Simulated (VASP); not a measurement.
MnO (Manganosite): single point with LDA+U

The system is MnO (Manganosite).

```
Mn O
1.0
     0.00000    2.22300    2.22300
     2.22300    0.00000    2.22300
     2.22300    2.22300    0.00000
Mn O
1 1
Direct
  0.99112 0.98843 0.03579
  0.46202 0.51101 0.53070
```

```
Program             : VASP 6.6.1
Task                : single point
Functional          : LDA
Potentials or basis : VASP PAW LDA potentials, release 64 (Mn_pv, O)
Cutoff              : 520 eV
k mesh              : 6 × 6 × 6
Occupations         : methfessel-paxton, width 0.05 eV
Spin                : collinear spin, ferromagnetic start
Starting moments    : [2.8, 0.0] μB
Hubbard terms       : Mn d U = 3.0 eV
```

```
Pressure                                              : -5.2 GPa
Largest force                                         : 0.250 eV/Å
Band gap on the k mesh                                : zero (filled and empty bands overlap)
Net moment                                            : 5.00 μB per cell
Site moments                                          : Mn +4.55; O +0.19 μB
Valence electrons inside the program's atomic spheres : Mn 11.37; O 4.97
```

Forces on the atoms (eV/Å):
```
Mn   0.105 -0.223 -0.038
O   -0.105  0.223  0.038
```

Stress tensor (GPa, compression positive):
```
-5.44  0.12  0.02
 0.12 -4.51 -0.04
 0.02 -0.04 -5.62
```

Levels at points of the mesh, in eV from the Fermi level:
Spin up:
```csv
k point,band 10,band 11,band 12,band 13,band 14,band 15
"(0.00, 0.00, 0.00)",-3.05,-2.99,-2.84,-0.03,14.21,16.06
"(0.50, 0.00, 0.00)",-2.38,-0.02,0.00,3.85,8.10,12.09
"(0.00, 0.50, 0.00)",-2.39,-0.05,-0.01,3.85,8.10,12.10
"(0.00, 0.00, 0.50)",-2.39,-0.06,-0.04,3.87,8.10,12.11
"(0.50, 0.50, 0.50)",-2.39,-0.06,-0.03,3.86,8.10,12.11
"(0.50, 0.50, 0.00)",-2.82,-2.81,-2.68,5.27,8.25,10.17
"(0.00, 0.50, 0.50)",-2.82,-2.81,-2.68,5.27,8.27,10.18
"(0.50, 0.00, 0.50)",-2.82,-2.81,-2.68,5.25,8.31,10.21
```
Spin down:
```csv
k point,band 5,band 6,band 7,band 8,band 9,band 10
"(0.00, 0.00, 0.00)",-2.80,-2.77,-2.77,1.09,2.14,2.17
"(0.50, 0.00, 0.00)",-6.85,-4.10,-4.09,3.31,3.50,3.51
"(0.00, 0.50, 0.00)",-6.85,-4.10,-4.07,3.30,3.49,3.50
"(0.00, 0.00, 0.50)",-6.86,-4.08,-4.07,3.30,3.48,3.50
"(0.50, 0.50, 0.50)",-6.86,-4.09,-4.07,3.30,3.48,3.50
"(0.50, 0.50, 0.00)",-5.91,-3.79,-3.78,0.39,3.44,3.55
"(0.00, 0.50, 0.50)",-5.91,-3.79,-3.77,0.38,3.44,3.55
"(0.50, 0.00, 0.50)",-5.91,-3.77,-3.76,0.35,3.43,3.54
```

Eigenvalues of the final occupation matrices:
```csv
site,spin,trace,eigenvalues
site 1 d,1,4.75,0.94 0.94 0.94 0.97 0.97
site 1 d,2,0.24,0.02 0.02 0.02 0.08 0.09
```

Run time: 85 s on 1 thread of Intel Xeon 8259CL, with other jobs on the host, peak memory 0.19 GiB.

Caveat: the k points lie up to 0.41 Å⁻¹ apart; a cell with one magnetic atom can't hold antiferromagnetic order, which such compounds often take. The state reached can hang on the start; a lower one may exist.
